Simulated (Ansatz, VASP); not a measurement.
# Mn: VASP beside Ansatz

```xyz
2
Lattice="2.4813 0.0000 0.0000 -1.2407 2.1489 0.0000 0.0000 0.0000 4.0161" Properties=species:S:1:pos:R:3 pbc="T T T"
Mn    0.0000    1.4326    1.0040
Mn    1.2407    0.7163    3.0120
```

Alike in both runs: functional PBE; k mesh 18 × 18 × 10; occupations gaussian, width 0.1 eV; no spin polarisation.

Ansatz relaxed the structure, and its values are those at the end. VASP's run is a single point on that final structure, the one shown.

|  | VASP | Ansatz |
| --- | --- | --- |
| version | VASP 6.6.1 | Ansatz 0.2.0 |
| potentials or method | VASP PAW PBE potentials, release 64 (Mn_pv), cutoff 520 eV | scalar-relativistic, plane waves, PAW |
| valence electrons in the cell | 26 | 30 |

|  | VASP | Ansatz | Ansatz less VASP |
| --- | --- | --- | --- |
| gap on the k mesh at the Fermi level (eV) | none | none | - |
| pressure (GPa) | -0.1 | 0.0 | +0.12 |

A gap of «none» marks a metal or a gap that the smearing closes. VASP's potentials hold 26 valence electrons a cell and Ansatz's 30, so a difference there can come from the potentials and not from the codes.
